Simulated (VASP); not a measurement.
A run of VASP 6.6.1:

The input INCAR:

```
SYSTEM = TaBiTe4
PREC = Accurate
ENCUT = 600
EDIFF = 1E-6
ISMEAR = 0
SIGMA = 0.1
LREAL = .False.
LASPH = .True.
NELM = 60
ALGO = Normal
ISIF = 3
LWAVE = .False.
LCHARG = .False.
GGA = PE
IBRION = 2
NSW = 90
EDIFFG = -0.04
```

File KPOINTS:

```
regular mesh
0
Gamma
  4 4 4
  0 0 0
```

POSCAR

```
TaBiTe4
1.0
    5.0250949100     -5.0250949100      0.0000000000
    5.0250949100      5.0250949100      0.0000000000
    0.0000000000      0.0000000000      4.6192623000
Ta Bi Te
1 1 4
Direct
    0.5000000000      0.5000000000      0.5000000000
    0.0000000000      0.0000000000      0.0000000000
    0.6950000000      0.3050000000      0.0000000000
    0.3050000000      0.6950000000      0.0000000000
    0.8050000000      0.8050000000      0.5000000000
    0.1950000000      0.1950000000      0.5000000000
```

Potentials or basis: VASP PAW PBE potentials, release 64 (Ta_pv, Bi_d, Te).

Command:

```bash
$ cat potpaw_PBE.64/Ta_pv/POTCAR potpaw_PBE.64/Bi_d/POTCAR potpaw_PBE.64/Te/POTCAR > POTCAR
$ mpirun -np 1 vasp_std > vasp.out
```

Hardware: 1 thread of Intel(R) Xeon(R) Platinum 8488C (Sapphire Rapids), on a shared host.

Question: How long does it take, and how much memory?

Answer: Wall time 26 min on 1 thread of Intel(R) Xeon(R) Platinum 8488C (Sapphire Rapids) (shared host), peak memory 0.51 GiB. Counts: scf iterations 162, k points 21, ion steps 18.
